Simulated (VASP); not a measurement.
# C (Fmmm) in VASP: notebook, part 2 of 4

VASP 6.6.1. The steps go on from the part before.

### 3 Electric field gradients, PBE (x and y stretched by -3 %, z held)

The input, INCAR:

```
SYSTEM = C
PREC = Accurate ; ENCUT = 520
EDIFF = 1E-8 ; ISMEAR = -1
SIGMA = 0.05 ; LREAL = .FALSE.
LASPH = .TRUE. ; NELM = 100
ALGO = Normal ; ISIF = 2
LWAVE = .FALSE. ; LCHARG = .FALSE.
GGA = PE ; LEFG = .TRUE.
NBANDS = 11
```

The input, KPOINTS:

```
regular mesh
0
G
  18 18 18
  0 0 0
```

The input, POSCAR:

```
C
1.0
    0.0000000000      2.0631900000      3.3480000000
    1.1911600000      0.0000000000      3.3480000000
    1.1911600000      2.0631900000      0.0000000000
C
2
Direct
    0.1666700000      0.8333300000      0.1666700000
    0.8333300000      0.1666700000      0.8333300000
```

Potentials or basis: VASP PAW PBE potentials, release 64 (C).

The run is started by

```bash
$ cat potpaw_PBE.64/C/POTCAR > POTCAR
$ mpirun -np 1 vasp_std > vasp.out
```

OUTCAR:

```text
SYSTEM = C
   PREC = Accurate
   ENCUT = 520
   EDIFF = 1E-8
   ISMEAR = -1
   LREAL = .FALSE.
   LASPH = .TRUE.
   NELM = 100
   ISIF = 2
   GGA = PE

 ion  position               nearest neighbor table
   1  0.167  0.833  0.167-   2 1.38   2 1.38   2 1.38
   2  0.833  0.167  0.833-   1 1.38   1 1.38   1 1.38

  LATTYP: Found a face centered orthorhombic cell.
 ALAT       =     2.3823200000
 B/A-ratio  =     1.7320846906
 C/A-ratio  =     2.8107055307

  Lattice vectors:

 A1 = (   0.0000000000,   2.0631900000,   3.3480000000)
 A2 = (   1.1911600000,   0.0000000000,   3.3480000000)
 A3 = (   1.1911600000,   2.0631900000,   0.0000000000)

Analysis of symmetry for initial positions (statically):
=====================================================================
 Subroutine PRICEL returns:
 Original cell was already a primitive cell.

 Routine SETGRP: Setting up the symmetry group for a
 face centered orthorhombic supercell.
[... 525 lines left out ...]
  volume of cell :       16.46
      direct lattice vectors                 reciprocal lattice vectors
     0.000000000  2.063190000  3.348000000    -0.419758890  0.242343168  0.149342891
     1.191160000  0.000000000  3.348000000     0.419758890 -0.242343168  0.149342891
     1.191160000  2.063190000  0.000000000     0.419758890  0.242343168 -0.149342891

 POSITION                                       TOTAL-FORCE (eV/Angst)
 -----------------------------------------------------------------------------------
      1.19116      0.68774      3.34800         0.000000      0.002562      0.000000
      1.19116      3.43864      3.34800         0.000000     -0.002562      0.000000
 -----------------------------------------------------------------------------------
    total drift:                               -0.000000     -0.000000     -0.000000

  FREE ENERGIE OF THE ION-ELECTRON SYSTEM (eV)
  ---------------------------------------------------
  free  energy   TOTEN  =       -18.2418434799 eV

  energy  without entropy=      -18.2416265527  energy(sigma->0) =      -18.24173502

 Electric field gradients (V/A^2)
---------------------------------------------------------------------
 ion       V_xx      V_yy      V_zz      V_xy      V_xz      V_yz
---------------------------------------------------------------------
   1     -18.137   -18.098    36.235     0.000     0.000     0.000
   2     -18.137   -18.098    36.235     0.000     0.000     0.000
---------------------------------------------------------------------

 Electric field gradients after diagonalization (V/A^2)
 (convention: |V_zz| > |V_xx| > |V_yy|)
----------------------------------------------------------------------
 ion       V_xx      V_yy      V_zz     asymmetry (V_yy - V_xx)/ V_zz
----------------------------------------------------------------------
   1     -18.137   -18.098    36.235       0.001
   2     -18.137   -18.098    36.235       0.001
----------------------------------------------------------------------

           NMR quadrupolar parameters

 Cq : quadrupolar parameter    Cq=e*Q*V_zz/h
 eta: asymmetry parameters     (V_yy - V_xx)/ V_zz
 Q  : nuclear electric quadrupole moment in mb (millibarn)
----------------------------------------------------------------------
 ion       Cq(MHz)       eta       Q (mb)
----------------------------------------------------------------------
   1       0.088       0.001       1.000
   2       0.088       0.001       1.000
----------------------------------------------------------------------
```

OSZICAR:

```text
N       E                     dE             d eps       ncg     rms          rms(c)
DAV:   1     0.475420418300E+00    0.47542E+00   -0.41744E+03 19495   0.651E+02
DAV:   2    -0.194199842581E+02   -0.19895E+02   -0.19019E+02 24690   0.122E+02
DAV:   3    -0.198484609659E+02   -0.42848E+00   -0.42760E+00 23966   0.143E+01
DAV:   4    -0.198499456553E+02   -0.14847E-02   -0.14846E-02 22207   0.103E+00
DAV:   5    -0.198499513949E+02   -0.57396E-05   -0.57398E-05 24306   0.582E-02    0.719E+00
DAV:   6    -0.186229950845E+02    0.12270E+01   -0.10411E+00 21706   0.603E+00    0.419E+00
DAV:   7    -0.182370868560E+02    0.38591E+00   -0.11666E+00 22437   0.642E+00    0.126E+00
DAV:   8    -0.182421415294E+02   -0.50547E-02   -0.28169E-02 21374   0.107E+00    0.157E-01
DAV:   9    -0.182417609125E+02    0.38062E-03   -0.86823E-04 23138   0.183E-01    0.674E-02
DAV:  10    -0.182418435533E+02   -0.82641E-04   -0.19078E-04 21727   0.972E-02    0.366E-02
DAV:  11    -0.182418432167E+02    0.33663E-06   -0.93886E-06 23245   0.179E-02    0.770E-03
DAV:  12    -0.182418435200E+02   -0.30327E-06   -0.60957E-07 21506   0.583E-03    0.142E-03
DAV:  13    -0.182418434863E+02    0.33708E-07   -0.87612E-08 23227   0.187E-03    0.612E-04
DAV:  14    -0.182418434799E+02    0.63660E-08   -0.40479E-09 17519   0.441E-04
   1 F= -.18241843E+02 E0= -.18241735E+02  d E =-.216927E-03
```

stdout:

```text
POSCAR found type information on POSCAR C
 POSCAR found :  1 types and       2 ions
 scaLAPACK will be used
 LDA part: xc-table for (Slater+PW92), standard interpolation
 POSCAR, INCAR and KPOINTS ok, starting setup
 FFT: planning ... GRIDC
 FFT: planning ... GRID_SOFT
 FFT: planning ... GRID
 WAVECAR not read
 entering main loop
ion   1

ion   2
```

It took 83 s on 1 thread of Intel Xeon 6975P-C (Granite Rapids), shared host; peak memory 0.24 GiB.

What came out:

```yaml
Free_energy: -18.2418 eV
Pressure: 34.8 GPa
Band_gap_on_the_k_mesh: 0.08 eV, indirect (least direct gap 0.15 eV)
```

Forces in eV/Å, atoms in the order of the input:
```
C    0.000  0.003  0.000
C    0.000 -0.003  0.000
```

Stress tensor (GPa, compression positive):
```
50.52  0.00  0.00
 0.00 50.03  0.00
 0.00  0.00  3.80
```

Electric field gradients, principal values (V/Å²):
| atom | least | middle | greatest (by size) |
| --- | --- | --- | --- |
| 1 C | -18.098 | -18.137 | 36.235 |
| 2 C | -18.098 | -18.137 | 36.235 |

Caveat: the cell differs from its parent crystal (x and y stretched by -3 %, z held); without QUAD_EFG the Cq values of the log hold for a quadrupole moment of 1 mb, not for the nuclei. A k mesh can miss the band edges.

### 4 Electric field gradients, r2SCAN (functional r2scan, volume scaled by 0.96)

The input, POSCAR:

```
C
1.0
    0.0000000000      2.0982532328      3.3027512099
    1.2114033709      0.0000000000      3.3027512099
    1.2114033709      2.0982532328      0.0000000000
C
2
Direct
    0.1666700000      0.8333300000      0.1666700000
    0.8333300000      0.1666700000      0.8333300000
```

The input, INCAR.step1:

```
PREC = Accurate
ENCUT = 520
ISMEAR = -1
SIGMA = 0.05
LREAL = False
LASPH = True
NELM = 100
NBANDS = 11
GGA = PE
ALGO = Normal
EDIFF = 1E-4
LWAVE = True
LCHARG = False
```

The input, INCAR.step2:

```
PREC = Accurate
ENCUT = 520
EDIFF = 1E-8
ISMEAR = -1
SIGMA = 0.05
LREAL = False
LASPH = True
NELM = 100
ALGO = Normal
ISIF = 2
LWAVE = False
LCHARG = False
METAGGA = R2SCAN
LMIXTAU = True
LEFG = True
NBANDS = 11
ISTART = 1
```

The input, KPOINTS:

```
regular mesh
0
Gamma
  18 18 18
```

Potentials or basis: VASP PAW PBE potentials, release 64 (C).

The run is started by

```bash
$ cat potpaw_PBE.64/C/POTCAR > POTCAR
$ cp INCAR.step1 INCAR
$ mpirun -np 1 vasp_std > vasp.out
$ cp INCAR.step2 INCAR
$ mpirun -np 1 vasp_std > vasp.out
```

OUTCAR:

```text
PREC = Accurate
   ENCUT = 520
   EDIFF = 1E-8
   ISMEAR = -1
   LREAL = False
   LASPH = True
   NELM = 100
   ISIF = 2
   METAGGA = R2SCAN
   ISTART = 1

 ion  position               nearest neighbor table
   1  0.167  0.833  0.167-   2 1.40   2 1.40   2 1.40
   2  0.833  0.167  0.833-   1 1.40   1 1.40   1 1.40

  LATTYP: Found a face centered orthorhombic cell.
 ALAT       =     2.4228067418
 B/A-ratio  =     1.7320846905
 C/A-ratio  =     2.7263843648

  Lattice vectors:

 A1 = (   0.0000000000,   2.0982532328,   3.3027512099)
 A2 = (   1.2114033709,   0.0000000000,   3.3027512099)
 A3 = (   1.2114033709,   2.0982532328,   0.0000000000)

Analysis of symmetry for initial positions (statically):
=====================================================================
 Subroutine PRICEL returns:
 Original cell was already a primitive cell.

 Routine SETGRP: Setting up the symmetry group for a
 face centered orthorhombic supercell.

 Subroutine GETGRP returns: Found  8 space group operations
 (whereof  8 operations were pure point group operations)
 out of a pool of  8 trial point group operations.

The static configuration has the point symmetry D_2h.

Analysis of symmetry for dynamics (positions and initial velocities):
=====================================================================
 Subroutine PRICEL returns:
 Original cell was already a primitive cell.

 Routine SETGRP: Setting up the symmetry group for a
 face centered orthorhombic supercell.

 Subroutine GETGRP returns: Found  8 space group operations
 (whereof  8 operations were pure point group operations)
 out of a pool of  8 trial point group operations.

[... 163 lines left out ...]
      7      14.1676      0.00000
      8      18.0657      0.00000
      9      19.4282      0.00000
     10      29.6793      0.00000
     11      32.7433      0.00000
[... 309 lines left out ...]
 k-point    24 :      -0.2222    0.0556    0.0000
  band No.  band energies     occupation
      1     -14.2459      2.00000
      2      -3.6496      2.00000
      3      -0.6264      2.00000
      4      -0.0930      2.00000
      5      11.8598      0.00000
      6      12.2962      0.00000
      7      13.9353      0.00000
      8      20.8314      0.00000
      9      23.0179      0.00000
     10      24.7330      0.00000
     11      29.8095      0.00000

 [... further k-points ...]
[... 5 lines left out ...]
  --------------------------------------------------------------------------------------
  -------------------------------------------------------------------------------------
  Total        2.0842235      2.0170990      0.2575623      0.0000000      0.0000000      0.0000000
  in kB      198.8851428    192.4798448     24.5776484      0.0000000      0.0000000      0.0000000
  external PRESSURE =     138.6475454 kB  Pullay stress =       0.0000000 kB

 VOLUME and BASIS-vectors are now :
 -----------------------------------------------------------------------------
  energy-cutoff  :      520.00
  volume of cell :       16.79
      direct lattice vectors                 reciprocal lattice vectors
     0.000000000  2.098253233  3.302751210    -0.412744435  0.238293449  0.151388939
     1.211403371  0.000000000  3.302751210     0.412744435 -0.238293449  0.151388939
     1.211403371  2.098253233  0.000000000     0.412744435  0.238293449 -0.151388939

 POSITION                                       TOTAL-FORCE (eV/Angst)
 -----------------------------------------------------------------------------------
      1.21140      0.69943      3.30275         0.000000     -0.000963      0.000000
      1.21140      3.49707      3.30275         0.000000      0.000963      0.000000
 -----------------------------------------------------------------------------------
    total drift:                               -0.000000     -0.000000     -0.000000

  FREE ENERGIE OF THE ION-ELECTRON SYSTEM (eV)
  ---------------------------------------------------
  free  energy   TOTEN  =       -19.8358136509 eV

  energy  without entropy=      -19.8356273494  energy(sigma->0) =      -19.83572050

 Electric field gradients (V/A^2)
---------------------------------------------------------------------
 ion       V_xx      V_yy      V_zz      V_xy      V_xz      V_yz
---------------------------------------------------------------------
   1     -17.274   -17.222    34.496    -0.000     0.000     0.000
   2     -17.274   -17.222    34.496    -0.000     0.000     0.000
---------------------------------------------------------------------

 Electric field gradients after diagonalization (V/A^2)
 (convention: |V_zz| > |V_xx| > |V_yy|)
----------------------------------------------------------------------
 ion       V_xx      V_yy      V_zz     asymmetry (V_yy - V_xx)/ V_zz
----------------------------------------------------------------------
   1     -17.274   -17.222    34.496       0.002
   2     -17.274   -17.222    34.496       0.002
----------------------------------------------------------------------

           NMR quadrupolar parameters

 Cq : quadrupolar parameter    Cq=e*Q*V_zz/h
 eta: asymmetry parameters     (V_yy - V_xx)/ V_zz
 Q  : nuclear electric quadrupole moment in mb (millibarn)
----------------------------------------------------------------------
 ion       Cq(MHz)       eta       Q (mb)
----------------------------------------------------------------------
   1       0.083       0.002       1.000
   2       0.083       0.002       1.000
----------------------------------------------------------------------
```

It took 13 min on 1 thread of AMD EPYC 7R13 (Zen 3), shared host; peak memory 0.21 GiB.

What came out:

| Quantity | Value |
| --- | --- |
| Free energy | -19.8358 eV |
| Pressure | 13.9 GPa |
| Band gap on the k mesh | 0.09 eV, indirect (least direct gap 0.17 eV) |

Stress tensor (GPa, compression positive):
```
19.89  0.00  0.00
 0.00 19.25  0.00
 0.00  0.00  2.46
```

Electric field gradients, principal values (V/Å²):
```
atom    least   middle  greatest (by size)
 1 C  -17.222  -17.274              34.496
 2 C  -17.222  -17.274              34.496
```

Caveat: without QUAD_EFG the Cq values of the log hold for a quadrupole moment of 1 mb, not for the nuclei; the PAW data sets were made with another functional, which shifts forces and pressure a little. A k mesh can miss the band edges.

[end of part 2 of 4]
